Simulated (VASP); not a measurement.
Sb: single point with PBE

Sb:

```xyz
1
Lattice="3.0514 0.0000 0.0000 -1.5257 2.6426 0.0000 0.0000 0.0000 2.8928" Properties=species:S:1:pos:R:3 pbc="T T T"
Sb    0.0000    0.0000    0.0000
```

This cell differs from its parent crystal: volume scaled by 0.8.

```
Program             : VASP 6.6.1
Task                : single point
Functional          : PBE
Potentials or basis : VASP PAW PBE potentials, release 64 (Sb)
Cutoff              : 520 eV
k mesh              : 13 × 13 × 12
Occupations         : fermi-dirac, width 0.05 eV
Spin                : no spin polarisation
```

```json
{
  "Pressure": "21.1 GPa"
}
```

Levels at points of the mesh, in eV from the Fermi level:
```
           k point  band 1  band 2  band 3  band 4  band 5
(0.00, 0.00, 0.00)  -14.35    3.66    5.76    5.76    7.21
(0.00, 0.00, 0.50)  -11.10   -7.29    8.75    8.75   12.18
```

Run time: 22 s on 1 thread of Intel Xeon 8259CL, with other jobs on the host, peak memory 0.15 GiB.

Caveat: spin-orbit coupling is left out, which moves the levels of the heavy elements.
